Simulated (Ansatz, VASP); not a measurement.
**Two plane-wave programs on P**

File INCAR:

```
ALGO = Normal
EDIFF = 1E-7
ENCUT = 520
GGA = PS
ISIF = 2
ISMEAR = 0
IVDW = 12
LASPH = T
LCHARG = F
LREAL = F
LWAVE = F
NBANDS = 12
NELM = 100
PREC = Accurate
SIGMA = 0.15
```

Contents of KPOINTS:

```
k-points
0
Gamma
  18 18 18
```

POSCAR

```
P
1.0
   -1.6915100431      2.5151650373      1.8775335772
    1.6915100431     -2.5151650373      1.8775335772
    1.6915100431      2.5151650373     -1.8775335772
P
2
Direct
    0.8033091100      0.0533091100      0.7500000000
    0.1966908900      0.9466908900      0.2500000000
```

Input for Ansatz:

```yaml
crystal:
  lattice:
    - [-1.6915100431, 2.5151650373, 1.8775335772]
    - [1.6915100431, -2.5151650373, 1.8775335772]
    - [1.6915100431, 2.5151650373, -1.8775335772]
  atoms:
    - { symbol: P, position: [0.80330911, 0.05330911, 0.75] }
    - { symbol: P, position: [0.19669089, 0.94669089, 0.25] }
basis:
  ecutwfc: 420
kpoints:
  mp_grid: { grid: [18, 18, 18] }
hamiltonian:
  xc: pbesol
  dispersion: d3bj
scf:
  occupations: { method: gaussian, width: 0.15 }
output:
  forces: true
  stress: true
  eigenvalues: true
```

Change from the starting cell: strain +0.0100 x Voigt [0, 0, 1, 0, 0, 0], atoms carried along.

Alike in both runs: task single point; functional PBEsol; dispersion D3(BJ); k mesh 18 × 18 × 18; occupations gaussian, width 0.15 eV; no spin polarisation.

```csv
,VASP,Ansatz
version,VASP 6.6.1,Ansatz 0.2.0
potentials or method,"VASP PAW PBE potentials, release 64 (P), cutoff 520 eV","scalar-relativistic, plane waves, PAW"
valence electrons in the cell,10,10
```

|  | VASP | Ansatz | Ansatz less VASP |
| --- | --- | --- | --- |
| gap on the k mesh at the Fermi level (eV) | none | none | - |
| pressure (GPa) | -5.2 | -5.3 | -0.03 |
| traceless stress, the component that is largest in VASP (GPa) | -0.80 | -0.78 | +0.024 |
| rms of the force components (eV/Å) | 0.143 | 0.164 | +0.0210 |

VASP's potentials were made for PBE, not for PBEsol. Atom by atom the forces differ by 0.021 eV/Å (rms over components). A gap of «none» marks a metal or a gap that the smearing closes.
